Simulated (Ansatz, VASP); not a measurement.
# Si8Ni4B: VASP beside Ansatz

```
Si Ni B
1.0
     5.44288    0.00000    0.00000
     0.00000    5.44288    0.00000
     0.00000    0.00000    5.44288
Si Ni B
8 4 1
Direct
  0.19880 0.29260 0.29291
  0.25313 0.74900 0.74943
  0.74185 0.23769 0.74986
  0.74219 0.74908 0.23845
  0.24550 0.24585 0.73846
  0.24530 0.73805 0.24644
  0.75322 0.24578 0.24618
  0.72373 0.76758 0.76799
  0.01479 0.99758 0.99804
  0.96855 0.52209 0.52299
  0.49367 0.99756 0.47700
  0.49365 0.47691 0.99804
  0.40365 0.08796 0.08816
```

Alike in both runs: task single point; functional LDA; k mesh 3 × 3 × 3; occupations methfessel-paxton of order 1, width 0.1 eV; no spin polarisation.

```csv
,VASP,Ansatz
version,VASP 6.6.1,Ansatz 0.2.0
potentials or method,"VASP PAW LDA potentials, release 64 (Si, Ni, B), cutoff 520 eV",plane-wave PAW DFT
valence electrons in the cell,75,107
```

Ansatz gave:

| Quantity | Value |
| --- | --- |
| rms of the force components (eV/Å) | 0.068 |

Question: Estimate VASP's values.

Answer: rms of the force components (eV/Å): 0.061.

Ansatz warns that its potentials were made for another functional, while VASP's fit it. LDA's correlation is that of Perdew and Zunger in VASP and of Perdew and Wang (1992) in Ansatz. Atom by atom the forces differ by 0.011 eV/Å (rms over components). VASP's potentials hold 75 valence electrons a cell and Ansatz's 107, so a difference there can come from the potentials and not from the codes.

The k mesh is coarse, so the values compare programs but aren't converged.
